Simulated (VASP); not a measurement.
Runs of VASP 6.6.1 on CuSn3. The structure is that of space group I4/mmm (No. 139), or close to it. The cells are those of the table. 

| level | cell | gap on the mesh (eV) | pressure (GPa) |
| --- | --- | --- | --- |
| r2SCAN | a = 5.924 Å, angles 134.6, 134.6, 66.1°, 4 atoms | none | -5.0 |
| r2SCAN | a = 5.849 Å, angles 134.6, 134.6, 66.1°, 4 atoms | none | (a) |
| PBEsol | a = 5.692 Å, angles 134.6, 134.6, 66.1°, 4 atoms | none | -1.0 |
| PBEsol | a = 5.732 Å, angles 134.6, 134.6, 66.1°, 4 atoms | none | (b) |
| PBEsol | a = 5.771 Å, angles 134.6, 134.6, 66.1°, 4 atoms | none | -3.3 |
| r2SCAN | a = 5.887 Å, angles 134.6, 134.6, 66.1°, 4 atoms | none | -4.3 |
| PBEsol | a = 5.685 Å, angles 132.6, 132.6, 69.3°, 4 atoms | none | -4.1 |
| PBEsol | a = 5.747 Å, angles 133.6, 133.6, 67.7°, 4 atoms | none | -4.1 |

Alike in all rows: task single point; potentials or basis VASP PAW PBE potentials, release 64 (Sn_d, Cu); no spin polarisation; k mesh 8 × 8 × 8; cutoff (eV) 520; smearing fermi-dirac 0.05 eV.

Question: Fill in the values left out.

Answer: (a) -3.5; (b) -2.3.

Caveats: the PAW data sets were made with another functional, which shifts forces and pressure a little; spin-orbit coupling is left out, which moves the levels of the heavy elements.

A k mesh can miss the band edges, and the runs leave out spin-orbit coupling on Sn.

A gap of «none» marks levels without a gap at the run's occupations.
